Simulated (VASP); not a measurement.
A run of VASP 6.6.1:

INCAR

```
SYSTEM = ScSi2
PREC = Accurate
ENCUT = 520
EDIFF = 1E-6
ISMEAR = -1
SIGMA = 0.05
LREAL = .FALSE.
LASPH = .TRUE.
NELM = 100
ALGO = Normal
ISIF = 2
LWAVE = .FALSE.
LCHARG = .TRUE.
GGA = PS
LELF = .TRUE.
LVHAR = .TRUE.
NBANDS = 16
```

KPOINTS

```
regular mesh
0
G
  13 13 11
  0 0 0
```

The input POSCAR:

```
ScSi2
1.0
    3.6354342207      0.0000000000      0.0000000000
   -1.8177171104      3.1483783889      0.0000000000
    0.0000000000      0.0000000000      3.8440260630
Sc Si
1 2
Direct
    0.0000000000      0.0000000000      0.0000000000
    0.3333333333      0.6666666667      0.5000000000
    0.6666666667      0.3333333333      0.5000000000
```

Potentials or basis: VASP PAW PBE potentials, release 64 (Sc_sv, Si).

The run is started by

```bash
$ cat potpaw_PBE.64/Sc_sv/POTCAR potpaw_PBE.64/Si/POTCAR > POTCAR
$ mpirun -np 1 vasp_std > vasp.out
```

Hardware: 1 thread of Intel Xeon 8259CL, with other jobs on the host.

Q: Estimate the wall time of this run.

A: Wall time 2.3 min on 1 thread of Intel Xeon 8259CL, on a shared host, peak memory 0.22 GiB. Counts: scf iterations 13, k points 126.
